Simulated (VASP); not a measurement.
# SiC (P6_3mc) in VASP: further runs, part 2 of 2

VASP 6.6.1. The steps go on from the part before.

### 3 Single point, PBE

The input, INCAR:

```
PREC = Accurate
ENCUT = 520
EDIFF = 1E-6
ISMEAR = 0
SIGMA = 0.02
LREAL = F
LASPH = T
NELM = 100
ALGO = Normal
ISIF = 2
LWAVE = F
LCHARG = T
GGA = PE
LELF = T
LVHAR = T
NBANDS = 36
```

The input, KPOINTS:

```
Automatic mesh
0
Gamma
  12 12 2
```

The input, POSCAR:

```
SiC
1.0
    3.0947360574      0.0000000000      0.0000000000
   -1.5473680287      2.6801200437      0.0000000000
    0.0000000000      0.0000000000     15.1881298545
Si C
6 6
Direct
    0.3333333333      0.6666666667      0.1422863724
    0.6666666667      0.3333333333      0.6422863724
    0.0000000000      0.0000000000      0.4755194283
    0.0000000000      0.0000000000      0.9755194283
    0.6666666667      0.3333333333      0.3087736127
    0.3333333333      0.6666666667      0.8087736127
    0.0000000000      0.0000000000      0.3501570151
    0.0000000000      0.0000000000      0.8501570151
    0.3333333333      0.6666666667      0.0173185554
    0.6666666667      0.3333333333      0.5173185554
    0.6666666667      0.3333333333      0.1838050062
    0.3333333333      0.6666666667      0.6838050062
```

Potentials or basis: VASP PAW PBE potentials, release 64 (Si, C).

Run with:

```console
$ cat potpaw_PBE.64/Si/POTCAR potpaw_PBE.64/C/POTCAR > POTCAR
$ mpirun -np 1 vasp_std > vasp.out
```

OUTCAR:

```text
PREC = Accurate
   ENCUT = 520
   EDIFF = 1E-6
   ISMEAR = 0
   LREAL = F
   LASPH = T
   NELM = 100
   ISIF = 2
   GGA = PE

 ion  position               nearest neighbor table
   1  0.333  0.667  0.142-  11 1.89  11 1.89  11 1.89   9 1.90   5 3.10   5 3.10   5 3.10   4 3.10
                             4 3.10   4 3.10
   2  0.667  0.333  0.642-  12 1.89  12 1.89  12 1.89  10 1.90   6 3.10   6 3.10   6 3.10   3 3.10
                             3 3.10   3 3.10
   3  0.000  0.000  0.476-  10 1.90  10 1.90  10 1.90   7 1.90   5 3.10   5 3.10   5 3.10   2 3.10
                             2 3.10   2 3.10
   4  0.000  0.000  0.976-   9 1.90   9 1.90   9 1.90   8 1.90   6 3.10   6 3.10   6 3.10   1 3.10
                             1 3.10   1 3.10
   5  0.667  0.333  0.309-   7 1.89   7 1.89   7 1.89  11 1.90   1 3.10   1 3.10   1 3.10   3 3.10
                             3 3.10   3 3.10
   6  0.333  0.667  0.809-   8 1.89   8 1.89   8 1.89  12 1.90   2 3.10   2 3.10   2 3.10   4 3.10
                             4 3.10   4 3.10
   7  0.000  0.000  0.350-   5 1.89   5 1.89   5 1.89   3 1.90
   8  0.000  0.000  0.850-   6 1.89   6 1.89   6 1.89   4 1.90
   9  0.333  0.667  0.017-   4 1.90   4 1.90   4 1.90   1 1.90
  10  0.667  0.333  0.517-   3 1.90   3 1.90   3 1.90   2 1.90
  11  0.667  0.333  0.184-   1 1.89   1 1.89   1 1.89   5 1.90
  12  0.333  0.667  0.684-   2 1.89   2 1.89   2 1.89   6 1.90

  LATTYP: Found a hexagonal cell.
 ALAT       =     3.0947360574
 C/A-ratio  =     4.9077302790

  Lattice vectors:

 A1 = (   3.0947360574,   0.0000000000,   0.0000000000)
 A2 = (  -1.5473680287,   2.6801200437,   0.0000000000)
 A3 = (   0.0000000000,   0.0000000000,  15.1881298545)

Analysis of symmetry for initial positions (statically):
=====================================================================
 Subroutine PRICEL returns:
 Original cell was already a primitive cell.

 Routine SETGRP: Setting up the symmetry group for a
 hexagonal supercell.

 Subroutine GETGRP returns: Found 12 space group operations
 (whereof  6 operations were pure point group operations)
 out of a pool of 24 trial point group operations.

The static configuration has the point symmetry C_3v.
 The point group associated with its full space group is C_6v.

Analysis of symmetry for dynamics (positions and initial velocities):
=====================================================================
 Subroutine PRICEL returns:
 Original cell was already a primitive cell.

 Routine SETGRP: Setting up the symmetry group for a
 hexagonal supercell.

 Subroutine GETGRP returns: Found 12 space group operations
 (whereof  6 operations were pure point group operations)
 out of a pool of 24 trial point group operations.

The dynamic configuration has the point symmetry C_3v.
 The point group associated with its full space group is C_6v.

 Subroutine INISYM returns: Found 12 space group operations
 (whereof  6 operations are pure point group operations),
 and found     1 'primitive' translations

----------------------------------------------------------------------------------------

                                     Primitive cell

  volume of cell :     125.9744

  direct lattice vectors                    reciprocal lattice vectors
[... 92 lines left out ...]
   dimension x,y,z NGX =    24 NGY =   24 NGZ =  120
   dimension x,y,z NGXF=    48 NGYF=   48 NGZF=  240
   ions per type =               6   6
   NGX,Y,Z   is equivalent  to a cutoff of  12.89, 12.89, 13.13 a.u.
   NGXF,Y,Z  is equivalent  to a cutoff of  25.79, 25.79, 26.27 a.u.
 SYSTEM =  unknown system
   PREC   = accura    normal or accurate (medium, high low for compatibility)
   ISTART =      0    job   : 0-new  1-cont  2-samecut
   ICHARG =      2    charge: 1-file 2-atom 10-const
   ISPIN  =      1    spin polarized calculation?
   LNONCOLLINEAR =      F non collinear calculations
   LSORBIT =      F    spin-orbit coupling
   LASPH  =      T    aspherical Exc in radial PAW
   ENCUT  =  520.0 eV  38.22 Ry    6.18 a.u.   5.75  5.75 28.24*2*pi/ulx,y,z
   NELM   =    100;   NELMIN=  2; NELMDL= -5     # of ELM steps
   EDIFF  = 0.1E-05   stopping-criterion for ELM
   LREAL  =      F    real-space projection
   EDIFFG = 0.1E-04   stopping-criterion for IOM
   NSW    =      0    number of steps for IOM
   IBRION =     -1    ionic relax: 0-MD 1-quasi-New 2-CG
   NFREE  =      0    steps in history (QN), initial steepest desc. (CG)
   ISIF   =      2    stress and relaxation
   ISYM   =      2    0-nonsym 1-usesym 2-fastsym
   POTIM  = 0.5000    time-step for ionic-motion
   TEBEG  =    0.0;   TEEND  =   0.0 temperature during run
   PSTRESS=    0.0 pullay stress
   NELECT =      48.0000    total number of electrons
   NUPDOWN=      -1.0000    fix difference up-down
   EMIN   =  10.00;   EMAX   =-10.00  energy-range for DOS
   EFERMI =   0.00;   METHOD = LEGACY
   ISMEAR =     0;   SIGMA  =   0.02  broadening in eV -4-tet -1-fermi 0-gaus
   EFERMI_NEDOS =   21; number of points for ismear=-14 and -15
   IALGO  =     38    algorithm
   IMIX   =      4    mixing-type and parameters
     AMIX     =   0.40;   BMIX     =  1.00
     AMIX_MAG =   1.60;   BMIX_MAG =  1.00
  volume/ion in A,a.u.               =      10.50        70.84
  Fermi-wavevector in a.u.,A,eV,Ry     =   1.186846  2.242815 19.165227  1.408604
  Thomas-Fermi vector in A             =   2.323010
   LORBIT       =      0    0 simple, 1 ext, 2 COOP (PROOUT), +10 PAW based schemes
   GGA     = PE    functional components
   LHFCALC =     F    Hartree Fock is set to
   AEXX    =    0.0000 exact exchange contribution
   IVDW    =     0    specifies the selected vdW correction
   LEPSILON=     F    determine dielectric tensor
   LRPA    =     F    only Hartree local field effects (RPA)
 non-spin polarized calculation
 Gauss-broadening in eV      SIGMA  =   0.02
  energy-cutoff  :      520.00
  volume of cell :      125.97
 maximum number of plane-waves:      3444
 NGX is ok and might be reduce to    24
   NGX = 11   NGY = 11   NGZ = 57

 number of electron      48.0000001 magnetization

 Free energy of the ion-electron system (eV)
  ---------------------------------------------------
  ext. energy  EPLUGINS =         0.00000000
  ---------------------------------------------------
  free energy    TOTEN  =       -90.37375573 eV

  energy without entropy =      -90.37375573  energy(sigma->0) =      -90.37375573

 E-fermi :   8.1452     XC(G=0): -11.2910

 val. band max:        7.9902042162   @ k =   0.0000   0.0000   0.0000
 cond. band min:      10.0183929137   @ k =   0.5000   0.0000   0.0000
 fundamental gap:      2.0281886975
 Fermi energy:         8.1451528558

 k-point     1 :       0.0000    0.0000    0.0000
  band No.  band energies     occupation
      1      -7.3521      2.00000
      2      -6.8369      2.00000
      3      -6.8017      2.00000
      4      -5.3277      2.00000
      5      -5.2983      2.00000
      6      -3.8411      2.00000
[... 925 lines left out ...]
     35      15.8199      0.00000
     36      15.8261      0.00000

 [... further k-points ...]

------------------------ aborting loop because EDIFF is reached ----------------------------------------

  FORCE on cell =-STRESS in cart. coord.  units (eV):
  Direction    XX          YY          ZZ          XY          YZ          ZX
  --------------------------------------------------------------------------------------
  -------------------------------------------------------------------------------------
  Total       -0.0065219     -0.0065219     -0.0681790      0.0000000      0.0000000     -0.0000000
  in kB       -0.0829471     -0.0829471     -0.8671202      0.0000000      0.0000000     -0.0000000
  external PRESSURE =      -0.3443381 kB  Pullay stress =       0.0000000 kB

 VOLUME and BASIS-vectors are now :
 -----------------------------------------------------------------------------
  energy-cutoff  :      520.00
  volume of cell :      125.97
      direct lattice vectors                 reciprocal lattice vectors
     3.094736057  0.000000000  0.000000000     0.323129334  0.186558808  0.000000000
    -1.547368029  2.680120044  0.000000000     0.000000000  0.373117616  0.000000000
     0.000000000  0.000000000 15.188129854     0.000000000  0.000000000  0.065840891

 POSITION                                       TOTAL-FORCE (eV/Angst)
 -----------------------------------------------------------------------------------
     -0.00000      1.78675      2.16106        -0.000000      0.000000      0.004702
      1.54737      0.89337      9.75513         0.000000     -0.000000      0.004702
      0.00000      0.00000      7.22225         0.000000     -0.000000     -0.002701
      0.00000      0.00000     14.81632         0.000000     -0.000000     -0.002701
      1.54737      0.89337      4.68969        -0.000000      0.000000      0.002457
     -0.00000      1.78675     12.28376         0.000000     -0.000000      0.002457
      0.00000      0.00000      5.31823        -0.000000     -0.000000      0.004450
      0.00000      0.00000     12.91230         0.000000     -0.000000      0.004450
     -0.00000      1.78675      0.26304         0.000000     -0.000000     -0.002651
      1.54737      0.89337      7.85710        -0.000000      0.000000     -0.002651
      1.54737      0.89337      2.79165        -0.000000      0.000000     -0.006257
     -0.00000      1.78675     10.38572         0.000000     -0.000000     -0.006257
 -----------------------------------------------------------------------------------
    total drift:                               -0.000000     -0.000000     -0.000713

  FREE ENERGIE OF THE ION-ELECTRON SYSTEM (eV)
  ---------------------------------------------------
  free  energy   TOTEN  =       -90.3737557350 eV

  energy  without entropy=      -90.3737557350  energy(sigma->0) =      -90.37375573
```

Wall time 4.7 min (1 thread of Intel Xeon 8259CL, shared host); peak memory 0.31 GiB.

Results:

| Quantity | Value |
| --- | --- |
| Free energy | -90.3738 eV |
| Pressure | 0.0 GPa |
| Largest force | 0.006 eV/Å |
| Band gap on the k mesh | 2.03 eV (least direct gap 3.12 eV) |

Forces in eV/Å, atoms in the order of the input:
```
Si   0.000  0.000  0.005
Si   0.000  0.000  0.005
Si   0.000  0.000 -0.003
Si   0.000  0.000 -0.003
Si   0.000  0.000  0.002
Si   0.000  0.000  0.002
C    0.000  0.000  0.004
C    0.000  0.000  0.004
C    0.000  0.000 -0.003
C    0.000  0.000 -0.003
C    0.000  0.000 -0.006
C    0.000  0.000 -0.006
```

Levels at points of the mesh, in eV from the valence-band top:
| k point | band 22 | band 23 | band 24 | band 25 | band 26 | band 27 |
| --- | --- | --- | --- | --- | --- | --- |
| (0.00, 0.00, 0.00) | -0.04 | 0.00 | 0.00 | 5.05 | 5.23 | 5.63 |
| (0.50, 0.00, 0.00) | -1.77 | -1.65 | -1.10 | 2.03 | 2.21 | 3.19 |
| (0.00, 0.00, 0.50) | -0.10 | -0.10 | -0.10 | 5.12 | 5.12 | 5.86 |
| (0.50, 0.00, 0.50) | -1.71 | -1.30 | -1.30 | 2.07 | 2.07 | 3.41 |

A k mesh can miss the band edges. PBE gaps usually lie below the measured ones, often by a third to a half.

### 4 Single point, r2SCAN

POSCAR is that of step 3.

The input, INCAR.step1:

```
ALGO = Normal ; EDIFF = 1E-4
ENCUT = 520 ; GGA = PE
ISMEAR = 0 ; LASPH = T
LCHARG = F ; LREAL = F
LWAVE = T ; NBANDS = 36
NELM = 100 ; PREC = Accurate
SIGMA = 0.02
```

The input, INCAR.step2:

```
ALGO = Normal ; EDIFF = 1E-7
ENCUT = 520 ; ISIF = 2
ISMEAR = 0 ; ISTART = 1
LASPH = T ; LCHARG = F
LMIXTAU = T ; LREAL = F
LWAVE = F ; METAGGA = R2SCAN
NBANDS = 36 ; NELM = 100
PREC = Accurate ; SIGMA = 0.02
```

The input, KPOINTS:

```
k-points
0
Gamma
  12 12 2
```

Run with:

```console
$ cat potpaw_PBE.64/Si/POTCAR potpaw_PBE.64/C/POTCAR > POTCAR
$ cp INCAR.step1 INCAR
$ mpirun -np 1 vasp_std > vasp.out
$ cp INCAR.step2 INCAR
$ mpirun -np 1 vasp_std > vasp.out
```

Wall time 19 min (1 thread of Intel Xeon 8259CL, shared host); peak memory 0.35 GiB.

Results (log left out):

| Property | Result |
| --- | --- |
| Free energy | -115.9409 eV |
| Pressure | -3.7 GPa |
| Largest force | 0.008 eV/Å |
| Band gap on the k mesh | 2.40 eV (least direct gap 3.55 eV) |

Forces in eV/Å, atoms in the order of the input:
```
Si   0.000  0.000  0.004
Si   0.000  0.000  0.004
Si   0.000  0.000  0.000
Si   0.000  0.000  0.000
Si   0.000  0.000  0.000
Si   0.000  0.000  0.000
C    0.000  0.000  0.000
C    0.000  0.000  0.000
C    0.000  0.000  0.003
C    0.000  0.000  0.003
C    0.000  0.000 -0.008
C    0.000  0.000 -0.008
```

Levels at points of the mesh, in eV from the valence-band top:
| k point | band 21 | band 22 | band 23 | band 24 | band 25 | band 26 | band 27 | band 28 |
| --- | --- | --- | --- | --- | --- | --- | --- | --- |
| (0.00, 0.00, 0.00) | -0.32 | -0.04 | 0.00 | 0.00 | 5.61 | 5.79 | 6.19 | 6.71 |
| (0.50, 0.00, 0.00) | -1.88 | -1.86 | -1.70 | -1.15 | 2.40 | 2.60 | 3.64 | 4.31 |
| (0.00, 0.00, 0.50) | -0.10 | -0.10 | -0.10 | -0.10 | 5.68 | 5.68 | 6.43 | 6.43 |
| (0.50, 0.00, 0.50) | -1.78 | -1.78 | -1.36 | -1.36 | 2.45 | 2.45 | 3.86 | 3.86 |

Caveat: the cell stands under tension; the PAW data sets were made with another functional, which shifts forces and pressure a little. r2SCAN opens gaps a little over a GGA but as a rule still falls short of measured ones.
